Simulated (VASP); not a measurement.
Set up this calculation in VASP 6.6.1, as the native input.

```
Task                   : single point
Functional             : r2SCAN
Potentials or basis    : VASP PAW PBE potentials, release 64 (Mn_pv, Cu)
Cutoff                 : 520 eV
k mesh                 : 18 × 18 × 18
Occupations            : gaussian, width 0.1 eV
Spin                   : no spin polarisation
Dipole correction      : no
Further INCAR settings : ALGO = Normal; EDIFF = 1e-06; NBANDS = 19
```

Crystal: MnCu.

```
Mn Cu
1.0
    -1.88524   -1.88524   -3.69301
    -1.88524   -3.69301   -1.88524
    -3.69301   -1.88524   -1.88524
Mn Cu
1 1
Direct
  0.00000 0.00000 0.00000
  0.50000 0.50000 0.50000
```

The input as run:

POSCAR

```
MnCu
1.0
   -1.8852375568     -1.8852375568     -3.6930058161
   -1.8852375568     -3.6930058161     -1.8852375568
   -3.6930058161     -1.8852375568     -1.8852375568
Mn Cu
1 1
Direct
    0.0000000000      0.0000000000      0.0000000000
    0.5000000000      0.5000000000      0.5000000000
```

INCAR.step1

```
PREC = Accurate
ENCUT = 520
ISMEAR = 0
SIGMA = 0.1
LREAL = False
LASPH = True
NELM = 100
NBANDS = 19
GGA = PE
ALGO = Normal
EDIFF = 1E-4
LWAVE = True
LCHARG = False
```

INCAR.step2

```
PREC = Accurate
ENCUT = 520
EDIFF = 1E-6
ISMEAR = 0
SIGMA = 0.1
LREAL = False
LASPH = True
NELM = 100
ALGO = Normal
ISIF = 2
LWAVE = False
LCHARG = True
METAGGA = R2SCAN
LMIXTAU = True
LELF = True
LVHAR = True
NBANDS = 19
ISTART = 1
```

KPOINTS

```
regular mesh
0
Gamma
  18 18 18
```

Potentials or basis: VASP PAW PBE potentials, release 64 (Mn_pv, Cu).

The run is started by

```bash
$ cat potpaw_PBE.64/Mn_pv/POTCAR potpaw_PBE.64/Cu/POTCAR > POTCAR
$ cp INCAR.step1 INCAR
$ mpirun -np 1 vasp_std > vasp.out
$ cp INCAR.step2 INCAR
$ mpirun -np 1 vasp_std > vasp.out
```

Results of the run:

The pressure is -18.7 GPa and the band gap on the k mesh is zero (bands 12 and 13 overlap by 1.29 eV).

Caveat: the cell stands under tension; the PAW data sets were made with another functional, which shifts forces and pressure a little; the run has no spin polarisation, though such a crystal can be magnetic.

Wall time 21 min on 1 thread of Intel(R) Xeon(R) 6975P-C (Granite Rapids) (shared host), peak memory 0.44 GiB.
